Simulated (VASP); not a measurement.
## Re: relaxation of cell and atoms with PBE+D3(BJ)

Re:

```
CELL_PARAMETERS angstrom
2.77489 0.00000 0.00000
-1.38744 2.40312 0.00000
0.00000 0.00000 4.48413
ATOMIC_POSITIONS crystal
Re 0.33333 0.66667 0.25000
Re 0.66667 0.33333 0.75000
```

| Quantity | Value |
| --- | --- |
| Program | VASP 6.6.1 |
| Task | relaxation of cell and atoms |
| Functional | PBE |
| Dispersion | D3(BJ) |
| Potentials or basis | VASP PAW PBE potentials, release 64 (Re) |
| Cutoff | 600 eV |
| k mesh | 18 × 18 × 10 |
| Occupations | gaussian, width 0.1 eV |
| Spin | no spin polarisation |
| Dipole correction | no |
| Further INCAR settings | ALGO = Fast; EDIFF = 1e-06; IBRION = 2; EDIFFG = -0.005; NSW = 70; ISIF = 3 |

| Property | Result |
| --- | --- |
| Relaxed volume | 14.65 Å³/atom |
| Relaxed cell | a = 2.757 Å, b = 2.757 Å, c = 4.454 Å, α = 90.00°, β = 90.00°, γ = 120.00° |
| Space group after relaxing (to 0.05 Å) | P6_3/mmc (No. 194) |
| Energy gained by relaxing | 7.2 meV/atom |
| Ionic steps | 7 |
| Pressure after relaxing | 0.0 GPa |
| Band gap on the k mesh | zero (band 7 reaches 9.41 eV, above the bottom of band 8 at 6.22 eV) |
| Dispersion energy per atom | -0.658 eV |

The path:
```csv
step,energy change (eV),largest force (eV/Å),pressure (GPa),volume (Å³)
1,0.0000,0.0000,-7.56,29.90
2,0.2538,0.0000,39.44,26.95
3,-0.0144,0.0000,-0.33,29.33
4,-0.0144,0.0000,0.10,29.30
5,-0.0144,0.0000,-0.45,29.34
6,-0.0144,0.0000,-0.06,29.31
7,-0.0144,0.0000,-0.03,29.31
```

Final structure:
```
CELL_PARAMETERS angstrom
2.75651 0.00000 0.00000
-1.37825 2.38721 0.00000
0.00000 0.00000 4.45374
ATOMIC_POSITIONS crystal
Re 0.33333 0.66667 0.25000
Re 0.66667 0.33333 0.75000
```

Levels at points of the mesh, in eV from the Fermi level:
| k point | band 5 | band 6 | band 7 | band 8 | band 9 | band 10 |
| --- | --- | --- | --- | --- | --- | --- |
| (0.00, 0.00, 0.00) | -1.57 | -0.73 | -0.73 | 0.21 | 0.21 | 0.63 |
| (0.50, 0.00, 0.00) | -1.72 | -1.37 | -0.59 | 4.01 | 4.41 | 4.55 |
| (0.00, 0.00, 0.50) | -1.70 | -1.70 | -1.70 | -1.70 | 2.58 | 2.58 |
| (0.50, 0.00, 0.50) | 0.41 | 0.41 | 0.95 | 0.95 | 4.32 | 4.33 |

Wall time 6.2 min on 1 thread of Oxide Virtual Turin-like Processor (shared host), peak memory 0.21 GiB.

Caveat: spin-orbit coupling is left out, which moves the levels of the heavy elements; pairwise dispersion overbinds metals, which lowers pressure and volume.
